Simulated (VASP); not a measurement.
Set up this calculation in VASP 6.6.1, as the native input.

* Task: single point
* Functional: PBE
* Potentials or basis: VASP PAW PBE potentials, release 64 (Au)
* Cutoff: 520 eV
* k mesh: 18 × 18 × 14
* Occupations: gaussian, width 0.1 eV
* Spin: no spin polarisation
* Dipole correction: no
* Further INCAR settings: ALGO = Normal; EDIFF = 1e-07; NBANDS = 12

The structure of Au lies in POSCAR:

```
Au
1.0
    2.8234253351      0.0000000000      0.0000000000
   -1.4117126675      2.4451580659      0.0000000000
    0.0000000000      0.0000000000      2.8049205179
Au
1
Direct
    0.0000000000      0.0000000000      0.0000000000
```

The input as run:

INCAR

```
PREC = Accurate
ENCUT = 520
EDIFF = 1E-7
ISMEAR = 0
SIGMA = 0.1
LREAL = F
LASPH = T
NELM = 80
ALGO = Normal
ISIF = 2
LWAVE = F
LCHARG = F
GGA = PE
NBANDS = 12
```

KPOINTS

```
Automatic mesh
0
Gamma
  18 18 14
```

Potentials or basis: VASP PAW PBE potentials, release 64 (Au).

Launch:

```sh
$ cat potpaw_PBE.64/Au/POTCAR > POTCAR
$ mpirun -np 1 vasp_std > vasp.out
```

It gave:

* Pressure: -0.2 GPa

Run time: 20 s on 1 thread of Intel(R) Xeon(R) 6975P-C (Granite Rapids), with other jobs on the host, peak memory 0.19 GiB.
